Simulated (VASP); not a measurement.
# CoTeH (P4/mmm) in VASP: further runs, part 3 of 3

VASP 6.6.1. Earlier steps stand in the parts before.

## 6. Relaxation of cell and atoms, PBE, collinear spin, ferromagnetic start

This run uses another cell than the first one, of 16.19 Å³/atom, 1.240 times its volume.

Contents of INCAR:

```
SYSTEM = CoTeH
ALGO     = Normal         ! electronic algorithm
EDIFF    = 1E-7           ! SCF threshold, eV
EDIFFG   = -0.04          ! ionic threshold
ENCUT    = 600            ! plane-wave cutoff, eV
GGA      = PE             ! functional
IBRION   = 2              ! ionic algorithm
ISIF     = 3              ! what is computed and relaxed
ISMEAR   = 0              ! smearing method
ISPIN    = 2              ! spin polarisation
LASPH    = .TRUE.         ! aspherical terms in the spheres
LCHARG   = .FALSE.        ! write CHGCAR
LMAXMIX  = 4              ! l up to which the mixer works
LORBIT   = 11             ! projections on sites
LREAL    = .FALSE.        ! projectors in reciprocal space
LWAVE    = .FALSE.        ! write WAVECAR
MAGMOM   = 3 0 0          ! initial moments
NELM     = 150            ! most SCF steps
NSW      = 90             ! ionic steps
PREC     = Accurate       ! precision mode
SIGMA    = 0.1            ! smearing width, eV
```

Contents of KPOINTS:

```
k-points
0
G
  6 6 6
  0 0 0
```

Contents of POSCAR:

```
CoTeH
1.0
    3.6265774100      0.0000000000      0.0000000000
    0.0000000000      3.6265774100      0.0000000000
    0.0000000000      0.0000000000      3.6938223000
Co Te H
1 1 1
Direct
    0.5000000000      0.5000000000      0.5000000000
    0.0000000000      0.0000000000      0.0000000000
    0.5000000000      0.5000000000      0.0000000000
```

Potentials or basis: VASP PAW PBE potentials, release 64 (Co, Te, H).

The run is started by

```sh
> cat potpaw_PBE.64/Co/POTCAR potpaw_PBE.64/Te/POTCAR potpaw_PBE.64/H/POTCAR > POTCAR
> mpirun -np 1 vasp_std > vasp.out
```

Run time: 3.2 min. Hardware: 1 thread of Intel Xeon Platinum 8559C (Emerald Rapids), shared host; peak memory 0.25 GiB.

The run converged. Its results:

```
Free energy                                           : -12.0278 eV
Relaxed volume                                        : 13.02 Å³/atom
Relaxed cell                                          : a = 3.477 Å, b = 3.477 Å, c = 3.232 Å, α = 90.00°, β = 90.00°, γ = 90.00°
Space group after relaxing (to 0.05 Å)                : P4/mmm (No. 123)
Energy gained by relaxing                             : 233.6 meV/atom
Ionic steps                                           : 7
Pressure after relaxing                               : -0.1 GPa
Band gap on the k mesh                                : zero (filled and empty bands overlap)
Net moment                                            : 0.00 μB per cell
Valence electrons inside the program's atomic spheres : Co 8.17; Te 3.26; H 0.57
```

Stress tensor (GPa, compression positive):
```
-0.01  0.00  0.00
 0.00 -0.01  0.00
 0.00  0.00 -0.28
```

The path:
| step | energy change (eV) | largest force (eV/Å) | pressure (GPa) | volume (Å³) |
| --- | --- | --- | --- | --- |
| 1 | 0.0000 | 0.0000 | -12.16 | 48.58 |
| 2 | -0.6600 | 0.0000 | -4.35 | 40.40 |
| 3 | -0.6915 | 0.0000 | -1.06 | 39.13 |
| 4 | -0.6950 | 0.0000 | 0.76 | 38.52 |
| 5 | -0.6947 | 0.0000 | 0.24 | 38.71 |
| 6 | -0.6997 | 0.0000 | 0.01 | 38.92 |
| 7 | -0.7007 | 0.0000 | -0.10 | 39.06 |

Final structure:
```xyz
3
Lattice="3.4765 0.0000 0.0000 0.0000 3.4765 0.0000 0.0000 0.0000 3.2319" Properties=species:S:1:pos:R:3 pbc="T T T"
Co    1.7383    1.7383    1.6159
Te    0.0000    0.0000    0.0000
H     1.7383    1.7383    0.0000
```

Levels at points of the mesh, in eV from the Fermi level:
Spin up:
```
           k point  band 4  band 5  band 6  band 7  band 8  band 9  band 10  band 11  band 12  band 13
(0.00, 0.00, 0.00)   -1.74   -1.74   -1.00   -1.00   -0.80   -0.02     0.54     5.33     5.61    11.63
(0.50, 0.00, 0.00)   -2.38   -1.86   -0.99   -0.51    1.78    2.49     3.98     4.33     5.24     6.34
(0.50, 0.50, 0.00)   -6.00   -1.26   -1.26   -0.44   -0.41   -0.17     2.22     9.03     9.25     9.25
(0.00, 0.00, 0.50)   -2.61   -2.45   -1.42   -0.99   -0.74    1.81     1.81     5.59     5.75     6.27
(0.50, 0.00, 0.50)   -2.31   -1.62   -1.09   -0.96   -0.90    0.28     1.06     1.71     7.90     8.17
(0.50, 0.50, 0.50)   -5.26   -5.26   -1.01   -0.38    0.60    0.65     0.65     1.06     1.06     2.76
```
Spin down:
| k point | band 5 | band 6 | band 7 | band 8 | band 9 | band 10 | band 11 | band 12 |
| --- | --- | --- | --- | --- | --- | --- | --- | --- |
| (0.00, 0.00, 0.00) | -1.74 | -1.00 | -1.00 | -0.80 | -0.02 | 0.54 | 5.33 | 5.61 |
| (0.50, 0.00, 0.00) | -1.86 | -0.99 | -0.51 | 1.78 | 2.49 | 3.98 | 4.33 | 5.24 |
| (0.50, 0.50, 0.00) | -1.26 | -1.26 | -0.44 | -0.41 | -0.17 | 2.22 | 9.03 | 9.25 |
| (0.00, 0.00, 0.50) | -2.45 | -1.42 | -0.99 | -0.74 | 1.81 | 1.81 | 5.59 | 5.75 |
| (0.50, 0.00, 0.50) | -1.62 | -1.09 | -0.96 | -0.90 | 0.28 | 1.06 | 1.71 | 7.90 |
| (0.50, 0.50, 0.50) | -5.26 | -1.01 | -0.38 | 0.60 | 0.65 | 0.65 | 1.06 | 1.06 |

Caveat: the starting moments collapsed, and a magnetic state may lie lower; the volume moved by over 15 % at a fixed basis, so the end points are rough; spin-orbit coupling is left out, which moves the levels of the heavy elements.

## 7. Overview

```tsv
task	spin	cell	k mesh	cutoff (eV)	gap on the mesh (eV)	pressure (GPa)
single point	off	a = 3.492, b = 3.492, c = 3.209 Å, 3 atoms	14 × 14 × 14	520	none	-0.1
single point	collinear, ferromagnetic start	a = 3.627, b = 3.627, c = 3.694 Å, 3 atoms	6 × 6 × 6	520	none	-12.2
relaxation of cell and atoms	off	relaxed from a = 3.484, b = 3.484, c = 3.227 Å, 3 atoms	14 × 14 × 14	600	none	0.1
```

Alike in all rows: level PBE; potentials or basis VASP PAW PBE potentials, release 64 (Co, Te, H); smearing gaussian 0.1 eV.

Caveats: spin-orbit coupling is left out, which moves the levels of the heavy elements; a cell with one magnetic atom can't hold antiferromagnetic order, which such compounds often take (some runs).

Total energies depend on the potentials used, so only differences within one code and one set of settings carry meaning.
